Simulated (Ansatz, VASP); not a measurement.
C in VASP and in Ansatz

```xyz
2
Lattice="0.0000 1.7660 1.7660 1.7660 0.0000 1.7660 1.7660 1.7660 0.0000" Properties=species:S:1:pos:R:3 pbc="T T T"
C     0.0000    0.0000    0.0000
C     0.8830    0.8830    0.8830
```

Alike in both runs: functional LDA; k mesh 10 × 10 × 10; occupations gaussian, width 0.1 eV; no spin polarisation.

Ansatz relaxed the structure, and its values are those at the end. VASP's run is a single point on that final structure, the one shown.

|  | VASP | Ansatz |
| --- | --- | --- |
| version | VASP 6.6.1 | Ansatz 0.2.0 |
| potentials or method | VASP PAW LDA potentials, release 64 (C), cutoff 600 eV | scalar-relativistic, plane waves, PAW |
| valence electrons in the cell | 8 | 8 |

Ansatz gave:

- gap on the k mesh at the Fermi level (eV): 4.21
- least direct gap on the mesh (eV): 5.62
- pressure (GPa): -0.1

Question: Which values does VASP return?

Answer: gap on the k mesh at the Fermi level (eV): 4.20; least direct gap on the mesh (eV): 5.63; pressure (GPa): 0.7.

LDA's correlation is that of Perdew and Zunger in VASP and of Perdew and Wang (1992) in Ansatz.
